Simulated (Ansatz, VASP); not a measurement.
# FePt in VASP and in Ansatz

```
CELL_PARAMETERS angstrom
2.73418 0.00000 0.00000
0.00000 2.73418 0.00000
0.00000 0.00000 3.75329
ATOMIC_POSITIONS crystal
Fe 0.50000 0.50000 0.50000
Pt 0.00000 0.00000 0.00000
```

Alike in both runs: task single point; functional PBE; k mesh 12 × 12 × 10; occupations gaussian, width 0.05 eV; no spin polarisation.

|  | VASP | Ansatz |
| --- | --- | --- |
| version | VASP 6.6.1 | Ansatz 0.2.0 |
| potentials or method | VASP PAW PBE potentials, release 64 (Fe, Pt), cutoff 520 eV | scalar-relativistic, plane waves, PAW |
| valence electrons in the cell | 18 | 34 |

Ansatz gave:

- gap on the k mesh at the Fermi level (eV): none
- pressure (GPa): -16.3
- traceless stress, the component that is largest in VASP (GPa): 1.66

Problem. Estimate VASP's values.

Solution. gap on the k mesh at the Fermi level (eV): none; pressure (GPa): -16.5; traceless stress, the component that is largest in VASP (GPa): 1.62.

A gap of «none» marks a metal or a gap that the smearing closes. With one functional, cell and mesh, what is left measures potentials, basis and numerics. VASP's potentials hold 18 valence electrons a cell and Ansatz's 34, so a difference there can come from the potentials and not from the codes.

Spin-orbit coupling is off throughout.
